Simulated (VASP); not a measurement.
## Ti: single point with r2SCAN

Crystal: Ti.

```xyz
1
Lattice="-1.5446 1.6259 1.6259 1.5446 -1.6259 1.6259 1.5446 1.6259 -1.6259" Properties=species:S:1:pos:R:3 pbc="T T T"
Ti    0.0000    0.0000    0.0000
```

This cell differs from its parent crystal: strain -0.0500 x Voigt [1, 0, 0, 0, 0, 0].

```yaml
Program: VASP 6.6.1
Task: single point
Functional: r2SCAN
Potentials_or_basis: VASP PAW PBE potentials, release 64 (Ti_sv)
Cutoff: 520 eV
k_mesh: 26 × 26 × 26
Occupations: gaussian, width 0.15 eV
Spin: no spin polarisation
```

```
Pressure               : 6.8 GPa
Band gap on the k mesh : zero (bands 6 and 7 overlap by 1.88 eV)
```

Stress tensor (GPa, compression positive):
```
5.33 0.00 0.00
0.00 7.50 0.00
0.00 0.00 7.50
```

Levels at points of the mesh, in eV from the Fermi level:
```csv
k point,band 4,band 5,band 6,band 7,band 8,band 9
"(0.00, 0.00, 0.00)",-33.51,-6.47,0.90,1.36,1.36,2.82
"(0.50, 0.00, 0.00)",-33.50,-2.75,-0.05,0.90,2.79,3.39
"(0.00, 0.50, 0.00)",-33.54,-2.75,-0.57,1.30,3.18,3.69
"(0.50, 0.50, 0.50)",-34.02,-2.58,-2.44,4.41,4.41,4.48
```

Run time: 34 min on 1 thread of Oxide Virtual Turin-like Processor (shared host), peak memory 0.33 GiB.

Caveat: the cell differs from its parent crystal (strain -0.0500 x Voigt [1, 0, 0, 0, 0, 0]); the cell stands under pressure; the PAW data sets were made with another functional, which shifts forces and pressure a little.
